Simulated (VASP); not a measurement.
# P (P6/mmm) in VASP: a series of runs

Runs on P. Level: PBE. Tasks: relaxation of cell and atoms, single point.

Program: VASP 6.6.1. These are calculated values, not measurements. Logs are shortened: lines on timing, memory, paths and dates and some standing lists are left out, and cuts for length are marked.

## (1) The cell of the first run

It takes space group P6/mmm (No. 191, hexagonal). Conventional cell: a = 4.420 Å, b = 4.420 Å, c = 2.490 Å, α = 90.00°, β = 90.00°, γ = 120.00°. P (site symmetry 6/mmm) has 14 P at 2.49 to 2.84 Å within 3.3 Å. Within 3.3 Å of P (site symmetry -6m2) lie 11 P at 2.49 to 2.84 Å.

This isn't the form of P at room conditions, which is orthorhombic.

## (2) Relaxation of cell and atoms, PBE, target pressure 2.2 GPa, at which the enthalpy is minimised

The input, INCAR:

```
SYSTEM = P
PREC = Accurate ; ENCUT = 600
EDIFF = 1E-6 ; ISMEAR = -1
SIGMA = 0.05 ; LREAL = .False.
LASPH = .True. ; NELM = 100
ALGO = Normal ; ISIF = 3
LWAVE = .False. ; LCHARG = .False.
GGA = PE ; IBRION = 2
NSW = 32 ; EDIFFG = -0.005
PSTRESS = 22.0
```

The input, KPOINTS:

```
regular mesh
0
Gamma
  8 8 12
  0 0 0
```

The input, POSCAR:

```
P
1.0
    4.4202956347      0.0000000000      0.0000000000
   -2.2101478173      3.8280883119      0.0000000000
    0.0000000000      0.0000000000      2.4897664974
P
3
Direct
    0.0000000000      0.0000000000      0.0000000000
    0.3333333333      0.6666666667      0.5000000000
    0.6666666667      0.3333333333      0.5000000000
```

Potentials or basis: VASP PAW PBE potentials, release 64 (P).

Command:

```bash
> cat potpaw_PBE.64/P/POTCAR > POTCAR
> mpirun -np 1 vasp_std > vasp.out
```

OUTCAR:

```text
SYSTEM = P
   PREC = Accurate
   ENCUT = 600
   EDIFF = 1E-6
   ISMEAR = -1
   LREAL = .False.
   LASPH = .True.
   NELM = 100
   ISIF = 3
   GGA = PE
   IBRION = 2
   NSW = 32
   EDIFFG = -0.005
   PSTRESS = 22.0

 ion  position               nearest neighbor table
   1  0.000  0.000  0.000-   2 2.84   3 2.84   2 2.84   3 2.84   2 2.84   2 2.84   3 2.84   3 2.84
                             3 2.84   3 2.84   2 2.84   2 2.84
   2  0.333  0.667  0.500-   3 2.55   3 2.55   3 2.55   1 2.84   1 2.84   1 2.84   1 2.84   1 2.84
                             1 2.84
   3  0.667  0.333  0.500-   2 2.55   2 2.55   2 2.55   1 2.84   1 2.84   1 2.84   1 2.84   1 2.84
                             1 2.84

  LATTYP: Found a hexagonal cell.
 ALAT       =     4.4202956347
 C/A-ratio  =     0.5632579138

  Lattice vectors:

 A1 = (   4.4202956347,   0.0000000000,   0.0000000000)
 A2 = (  -2.2101478173,   3.8280883119,   0.0000000000)
 A3 = (   0.0000000000,   0.0000000000,   2.4897664974)

Analysis of symmetry for initial positions (statically):
=====================================================================
 Subroutine PRICEL returns:
 Original cell was already a primitive cell.

 Routine SETGRP: Setting up the symmetry group for a
 hexagonal supercell.

 Subroutine GETGRP returns: Found 24 space group operations
 (whereof 24 operations were pure point group operations)
 out of a pool of 24 trial point group operations.

The static configuration has the point symmetry D_6h.

Analysis of symmetry for dynamics (positions and initial velocities):
=====================================================================
 Subroutine PRICEL returns:
 Original cell was already a primitive cell.

 Routine SETGRP: Setting up the symmetry group for a
 hexagonal supercell.

 Subroutine GETGRP returns: Found 24 space group operations
 (whereof 24 operations were pure point group operations)
 out of a pool of 24 trial point group operations.

The dynamic configuration has the point symmetry D_6h.

 Subroutine INISYM returns: Found 24 space group operations
 (whereof 24 operations are pure point group operations),
 and found     1 'primitive' translations

----------------------------------------------------------------------------------------

                                     Primitive cell

  volume of cell :      42.1300

  direct lattice vectors                    reciprocal lattice vectors
     4.420295635  0.000000000  0.000000000     0.226229212  0.130613497  0.000000000
    -2.210147817  3.828088312  0.000000000     0.000000000  0.261226993  0.000000000
     0.000000000  0.000000000  2.489766497     0.000000000  0.000000000  0.401644090

  length of vectors
     4.420295635  4.420295635  2.489766497     0.261226993  0.261226993  0.401644090

  position of ions in fractional coordinates (direct lattice)
     0.000000000  0.000000000  0.000000000
     0.333333333  0.666666667  0.500000000
     0.666666667  0.333333333  0.500000000

  ion indices of the primitive-cell ions
   primitive index   ion index
                 1           1
                 2           2
                 3           3

----------------------------------------------------------------------------------------

 KPOINTS: regular mesh

Automatic generation of k-mesh.
 Grid dimensions read from file:
 generate k-points for:    8    8   12

 Generating k-lattice:

  Cartesian coordinates                     Fractional coordinates (reciprocal lattice)
     0.028278652  0.016326687  0.000000000     0.125000000  0.000000000  0.000000000
     0.000000000  0.032653374  0.000000000     0.000000000  0.125000000  0.000000000
     0.000000000  0.000000000  0.033470341     0.000000000  0.000000000  0.083333333

  Length of vectors
     0.032653374  0.032653374  0.033470341

  Shift w.r.t. Gamma in fractional coordinates (k-lattice)
     0.000000000  0.000000000  0.000000000

 Subroutine IBZKPT returns following result:
 ===========================================

 Found     70 irreducible k-points:

 Following reciprocal coordinates:
            Coordinates               Weight
  0.000000  0.000000  0.000000      1.000000
  0.125000  0.000000  0.000000      6.000000
  0.250000  0.000000  0.000000      6.000000
  0.375000  0.000000  0.000000      6.000000
  0.500000  0.000000  0.000000      3.000000
  0.125000  0.125000  0.000000      6.000000
[... 16 lines left out ...]
  0.250000  0.000000  0.166667     12.000000
  0.375000  0.000000  0.166667     12.000000
 [... further k-points ...]
   k-points           NKPTS =     70   k-points in BZ     NKDIM =     70   number of bands    NBANDS=     11
   number of dos      NEDOS =    301   number of ions     NIONS =      3
   total plane-waves  NPLWV =  25920
   dimension x,y,z NGX =    36 NGY =   36 NGZ =   20
   dimension x,y,z NGXF=    72 NGYF=   72 NGZF=   40
   ions per type =               3
   NGX,Y,Z   is equivalent  to a cutoff of  13.54, 13.54, 13.35 a.u.
   NGXF,Y,Z  is equivalent  to a cutoff of  27.08, 27.08, 26.71 a.u.
 SYSTEM =  P
   PREC   = accura    normal or accurate (medium, high low for compatibility)
   ISTART =      0    job   : 0-new  1-cont  2-samecut
   ICHARG =      2    charge: 1-file 2-atom 10-const
   ISPIN  =      1    spin polarized calculation?
   LNONCOLLINEAR =      F non collinear calculations
   LSORBIT =      F    spin-orbit coupling
   LASPH  =      T    aspherical Exc in radial PAW
   ENCUT  =  600.0 eV  44.10 Ry    6.64 a.u.   8.83  8.83  4.97*2*pi/ulx,y,z
   NELM   =    100;   NELMIN=  2; NELMDL= -5     # of ELM steps
   EDIFF  = 0.1E-05   stopping-criterion for ELM
   LREAL  =      F    real-space projection
   EDIFFG = -.5E-02   stopping-criterion for IOM
   NSW    =     32    number of steps for IOM
   IBRION =      2    ionic relax: 0-MD 1-quasi-New 2-CG
   NFREE  =      1    steps in history (QN), initial steepest desc. (CG)
   ISIF   =      3    stress and relaxation
   ISYM   =      2    0-nonsym 1-usesym 2-fastsym
   POTIM  = 0.5000    time-step for ionic-motion
   TEBEG  =    0.0;   TEEND  =   0.0 temperature during run
   PSTRESS=   22.0 pullay stress
   NELECT =      15.0000    total number of electrons
   NUPDOWN=      -1.0000    fix difference up-down
   EMIN   =  10.00;   EMAX   =-10.00  energy-range for DOS
   EFERMI =   0.00;   METHOD = LEGACY
   ISMEAR =    -1;   SIGMA  =   0.05  broadening in eV -4-tet -1-fermi 0-gaus
   EFERMI_NEDOS =   21; number of points for ismear=-14 and -15
   IALGO  =     38    algorithm
   IMIX   =      4    mixing-type and parameters
     AMIX     =   0.40;   BMIX     =  1.00
     AMIX_MAG =   1.60;   BMIX_MAG =  1.00
  volume/ion in A,a.u.               =      14.04        94.77
  Fermi-wavevector in a.u.,A,eV,Ry     =   1.160312  2.192671 18.317836  1.346323
  Thomas-Fermi vector in A             =   2.296895
   LORBIT       =      0    0 simple, 1 ext, 2 COOP (PROOUT), +10 PAW based schemes
   GGA     = PE    functional components
   LHFCALC =     F    Hartree Fock is set to
   AEXX    =    0.0000 exact exchange contribution
   IVDW    =     0    specifies the selected vdW correction
   LEPSILON=     F    determine dielectric tensor
   LRPA    =     F    only Hartree local field effects (RPA)
 conjugate gradient relaxation of ions
 non-spin polarized calculation
  energy-cutoff  :      600.00
  volume of cell :       42.13
 maximum number of plane-waves:      1438
 NGX is ok and might be reduce to    36
   NGX = 17   NGY = 17   NGZ =  9

--------------------------------------- Ionic step        1  -------------------------------------------

 number of electron      15.0000000 magnetization

 Free energy of the ion-electron system (eV)
  ---------------------------------------------------
  ext. energy  EPLUGINS =         0.00000000
  ---------------------------------------------------
  free energy    TOTEN  =       -14.06253695 eV

  energy without entropy =      -14.05399116  energy(sigma->0) =      -14.05826405

------------------------ aborting loop because EDIFF is reached ----------------------------------------

  FORCE on cell =-STRESS in cart. coord.  units (eV):
  Direction    XX          YY          ZZ          XY          YZ          ZX
  --------------------------------------------------------------------------------------
  -------------------------------------------------------------------------------------
  Total        0.5357781      0.5357781      0.5148968      0.0000000     -0.0000000      0.0000000
  in kB       20.3752822     20.3752822     19.5811800      0.0000000     -0.0000000      0.0000000
  external PRESSURE =      -1.8894186 kB  Pullay stress =      22.0000000 kB
[... 63 lines left out ...]
  enthalpy is  TOTEN    =       -13.4840759057 eV   P V=        0.5771153305

--------------------------------------- Ionic step        3  -------------------------------------------

 number of electron      15.0000000 magnetization

 Free energy of the ion-electron system (eV)
  ---------------------------------------------------
  ext. energy  EPLUGINS =         0.00000000
  ---------------------------------------------------
  free energy    TOTEN  =       -14.06152814 eV

  energy without entropy =      -14.05313252  energy(sigma->0) =      -14.05733033

 E-fermi :  10.1610     XC(G=0): -11.6253

 val. band max:       10.0914128475   @ k =   0.2500   0.1250   0.0833
 cond. band min:      10.1848869754   @ k =   0.0000   0.0000   0.5000
 fundamental gap:      0.0934741278
 Fermi energy:        10.1609766856

 k-point     1 :       0.0000    0.0000    0.0000
  band No.  band energies     occupation
      1      -6.4360      2.00000
      2       0.9654      2.00000
      3       1.0375      2.00000
      4       4.2120      2.00000
      5       4.2120      2.00000
      6       4.4641      2.00000
      7       4.4641      2.00000
      8      14.2494      0.00000
      9      16.7944      0.00000
     10      16.7944      0.00000
     11      17.3112      0.00000
[... 309 lines left out ...]
 k-point    24 :       0.3750    0.0000    0.1667
  band No.  band energies     occupation
      1      -4.4763      2.00000
      2      -2.1728      2.00000
      3       0.2723      2.00000
      4       2.7682      2.00000
      5       7.5741      2.00000
      6       9.4588      2.00000
      7      10.2477      0.30016
      8      11.2116      0.00000
      9      12.0238      0.00000
     10      12.9872      0.00000
     11      13.3415      0.00000

 [... further k-points ...]

------------------------ aborting loop because EDIFF is reached ----------------------------------------

  FORCE on cell =-STRESS in cart. coord.  units (eV):
  Direction    XX          YY          ZZ          XY          YZ          ZX
  --------------------------------------------------------------------------------------
  -------------------------------------------------------------------------------------
  Total        0.5785330      0.5785330      0.5795336      0.0000000      0.0000000      0.0000000
  in kB       22.0413984     22.0413984     22.0795215      0.0000000      0.0000000      0.0000000
  external PRESSURE =       0.0541061 kB  Pullay stress =      22.0000000 kB
[... 18 lines left out ...]
  FREE ENERGIE OF THE ION-ELECTRON SYSTEM (eV)
  ---------------------------------------------------
  free  energy   TOTEN  =       -14.0615281408 eV

  energy  without entropy=      -14.0531325226  energy(sigma->0) =      -14.05733033

  enthalpy is  TOTEN    =       -13.4840817800 eV   P V=        0.5774463608

 reached required accuracy - stopping structural energy minimisation
```

It took 54 s on 1 thread of Intel Xeon 8259CL, shared host; peak memory 0.17 GiB.

What came out:

- Free energy: -14.0615 eV
- Relaxed volume: 14.02 Å³/atom
- Relaxed cell: a = 4.418 Å, b = 4.418 Å, c = 2.488 Å, α = 90.00°, β = 90.00°, γ = 120.00°
- Space group after relaxing (to 0.1 Å): P6/mmm (No. 191)
- Energy change on relaxing (the run minimises the enthalpy): +0.3 meV/atom
- Ionic steps: 3
- Pressure after relaxing: 2.2 GPa
- Band gap on the k mesh: zero (an odd number of electrons rules out a gap without spin polarisation)

The path:
| step | energy change (eV) | largest force (eV/Å) | pressure (GPa) | volume (Å³) |
| --- | --- | --- | --- | --- |
| 1 | 0.0000 | 0.0000 | 2.01 | 42.13 |
| 2 | 0.0013 | 0.0000 | 2.26 | 42.03 |
| 3 | 0.0010 | 0.0000 | 2.21 | 42.05 |

Final structure:
```
P
1.0
     4.41798    0.00000    0.00000
    -2.20899    3.82609    0.00000
     0.00000    0.00000    2.48783
P
3
Direct
  0.00000 0.00000 0.00000
  0.33333 0.66667 0.50000
  0.66667 0.33333 0.50000
```

Caveat: the cell is relaxed towards a set pressure, so the run minimises the enthalpy, not the energy.

## (3) Relaxation of cell and atoms, PBE, target pressure 2.2 GPa, at which the enthalpy is minimised

This run uses another cell than the first one, of 14.12 Å³/atom.

The input, INCAR:

```
SYSTEM = P
  PREC = Accurate
  ENCUT = 600
  EDIFF = 1E-6
  ISMEAR = -1
  SIGMA = 0.05
  LREAL = .FALSE.
  LASPH = .TRUE.
  NELM = 80
  ALGO = Normal
  ISIF = 3
  LWAVE = .FALSE.
  LCHARG = .FALSE.
  GGA = PE
  IBRION = 2
  NSW = 60
  EDIFFG = -0.005
  PSTRESS = 22.0
```

The input, KPOINTS:

```
Automatic mesh
0
G
  8 8 12
  0 0 0
```

The input, POSCAR:

```
P
1.0
    4.2891410007      0.0000000000      0.0000000000
   -2.1445705003      3.7145050670      0.0000000000
    0.0000000000      0.0000000000      2.6592674204
P
3
Direct
    0.0000000000      0.0000000000      0.0000000000
    0.3333333333      0.6666666667      0.5000000000
    0.6666666667      0.3333333333      0.5000000000
```

Potentials or basis: VASP PAW PBE potentials, release 64 (P).

Command:

```bash
> cat potpaw_PBE.64/P/POTCAR > POTCAR
> mpirun -np 1 vasp_std > vasp.out
```

It took 5 min on 1 thread of Intel Xeon 8259CL, shared host; peak memory 0.19 GiB.

It converged, with:

| Item | Value |
| --- | --- |
| Free energy | -14.0616 eV |
| Relaxed volume | 14.02 Å³/atom |
| Relaxed cell | a = 4.418 Å, b = 4.418 Å, c = 2.488 Å, α = 90.00°, β = 90.00°, γ = 120.00° |
| Space group after relaxing (to 0.1 Å) | P6/mmm (No. 191) |
| Energy change on relaxing (the run minimises the enthalpy) | -32.6 meV/atom |
| Ionic steps | 10 |
| Pressure after relaxing | 2.2 GPa |
| Band gap on the k mesh | zero (an odd number of electrons rules out a gap without spin polarisation) |

The path:
```csv
step,energy change (eV),largest force (eV/Å),pressure (GPa),volume (Å³)
1,0.0000,0.0000,1.40,42.37
2,-0.0398,0.0000,2.38,41.92
3,-0.0730,0.0000,3.85,41.33
4,0.0196,0.0000,9.11,40.05
5,-0.0749,0.0000,4.66,41.06
6,-0.0961,0.0000,1.54,42.45
7,-0.0936,0.0000,2.84,41.82
8,-0.0983,0.0000,2.02,42.11
9,-0.0969,0.0000,2.32,42.00
10,-0.0979,0.0000,2.18,42.07
```

Final structure:
```xyz
3
Lattice="4.4184 0.0000 0.0000 -2.2092 3.8265 0.0000 0.0000 0.0000 2.4881" Properties=species:S:1:pos:R:3 pbc="T T T"
P     0.0000    0.0000    0.0000
P     0.0000    2.5510    1.2440
P     2.2092    1.2755    1.2440
```

Levels at points of the mesh, in eV from the Fermi level:
```csv
k point,band 4,band 5,band 6,band 7,band 8,band 9,band 10,band 11
"(0.00, 0.00, 0.00)",-5.95,-5.95,-5.69,-5.69,4.09,6.63,6.63,7.15
"(0.50, 0.00, 0.00)",-8.13,-1.23,-0.99,0.60,0.97,2.61,5.93,5.96
"(0.00, 0.00, 0.50)",-3.59,-3.56,-3.32,-2.53,-2.53,-0.63,-0.63,0.03
"(0.50, 0.00, 0.50)",-7.42,-5.20,-4.56,-3.79,-1.71,2.22,2.83,4.16
```

Caveat: the cell is relaxed towards a set pressure, so the run minimises the enthalpy, not the energy.

## (4) Single point, PBE

The input, INCAR:

```
SYSTEM = P
  PREC = Accurate
  ENCUT = 520
  EDIFF = 1E-7
  ISMEAR = -1
  SIGMA = 0.05
  LREAL = .False.
  LASPH = .True.
  NELM = 80
  ALGO = Normal
  ISIF = 2
  LWAVE = .False.
  LCHARG = .True.
  GGA = PE
  LELF = .True.
  LVHAR = .True.
  NBANDS = 14
```

The input, KPOINTS:

```
regular mesh
0
Gamma
  8 8 12
  0 0 0
```

The input, POSCAR:

```
P
1.0
    4.4202956347      0.0000000000      0.0000000000
   -2.2101478173      3.8280883119      0.0000000000
    0.0000000000      0.0000000000      2.4897664974
P
3
Direct
    0.0000000000      0.0000000000      0.0000000000
    0.3333333333      0.6666666667      0.5000000000
    0.6666666667      0.3333333333      0.5000000000
```

Command:

```bash
> cat potpaw_PBE.64/P/POTCAR > POTCAR
> mpirun -np 1 vasp_std > vasp.out
```

It took 39 s on 1 thread of Intel Xeon 8259CL, shared host; peak memory 0.17 GiB.

Results (log left out):

| Quantity | Value |
| --- | --- |
| Free energy | -14.0621 eV |
| Pressure | 2.0 GPa |
| Band gap on the k mesh | zero (an odd number of electrons rules out a gap without spin polarisation) |

Levels at points of the mesh, in eV from the Fermi level:
```
           k point  band 4  band 5  band 6  band 7  band 8  band 9  band 10  band 11  band 12  band 13
(0.00, 0.00, 0.00)   -5.93   -5.93   -5.68   -5.68    4.08    6.62     6.62     7.15     8.71     8.75
(0.50, 0.00, 0.00)   -8.11   -1.23   -0.99    0.60    0.98    2.61     5.92     5.95     6.66     8.03
(0.00, 0.00, 0.50)   -3.59   -3.55   -3.31   -2.53   -2.53   -0.63    -0.63     0.03     0.03     2.82
(0.50, 0.00, 0.50)   -7.41   -5.20   -4.55   -3.78   -1.71    2.22     2.83     4.15     4.63     6.64
```

## (5) Single point, PBE

The input, INCAR:

```
SYSTEM = P
PREC = Accurate
ENCUT = 520
EDIFF = 1E-6
ISMEAR = -1
SIGMA = 0.05
LREAL = .False.
LASPH = .True.
NELM = 80
ALGO = Normal
ISIF = 2
LWAVE = .False.
LCHARG = .False.
GGA = PE
NBANDS = 14
```

The input, KPOINTS:

```
Automatic mesh
0
Gamma
  8 8 12
  0 0 0
```

The input, POSCAR:

```
P
1.0
    4.4210028950      0.0000000000      0.0000000000
   -2.2105014475      3.8287008173      0.0000000000
    0.0000000000      0.0000000000      2.4900573587
P
3
Direct
    0.0000000000      0.0000000000      0.0000000000
    0.3333333333      0.6666666667      0.5000000000
    0.6666666667      0.3333333333      0.5000000000
```

Command:

```bash
> cat potpaw_PBE.64/P/POTCAR > POTCAR
> mpirun -np 1 vasp_std > vasp.out
```

Wall time 35 s (1 thread of Intel Xeon 8259CL, shared host); peak memory 0.17 GiB.

It converged, with:

```
Free energy            : -14.0624 eV
Pressure               : 1.9 GPa
Band gap on the k mesh : zero (an odd number of electrons rules out a gap without spin polarisation)
```

Levels at points of the mesh, in eV from the Fermi level:
```
           k point  band 6  band 7  band 8  band 9  band 10  band 11
(0.00, 0.00, 0.00)   -5.68   -5.68    4.08    6.62     6.62     7.15
(0.50, 0.00, 0.00)   -0.99    0.60    0.98    2.61     5.91     5.95
(0.00, 0.00, 0.50)   -3.31   -2.53   -2.53   -0.63    -0.63     0.03
(0.50, 0.00, 0.50)   -4.55   -3.78   -1.70    2.21     2.83     4.15
```

## (6) Summary

```tsv
task	cell	cutoff (eV)	gap on the mesh (eV)	pressure (GPa)
relaxation of cell and atoms	relaxed to 2.2 GPa from a = 4.420, b = 4.420, c = 2.490 Å, angles 90.0, 90.0, 120.0°, 3 atoms	600	none	2.2
relaxation of cell and atoms	relaxed to 2.2 GPa from a = 4.289, b = 4.289, c = 2.659 Å, angles 90.0, 90.0, 120.0°, 3 atoms	600	none	2.2
single point	a = 4.420, b = 4.420, c = 2.490 Å, angles 90.0, 90.0, 120.0°, 3 atoms	520	none	2.0
single point	a = 4.421, b = 4.421, c = 2.490 Å, angles 90.0, 90.0, 120.0°, 3 atoms	520	none	1.9
```

Alike in all rows: level PBE; potentials or basis VASP PAW PBE potentials, release 64 (P); no spin polarisation; k mesh 8 × 8 × 12; smearing fermi-dirac 0.05 eV.

Caveats: the cell is relaxed towards a set pressure, so the run minimises the enthalpy, not the energy (at least some runs).

Absolute energies hang on the potentials; compare differences alone.
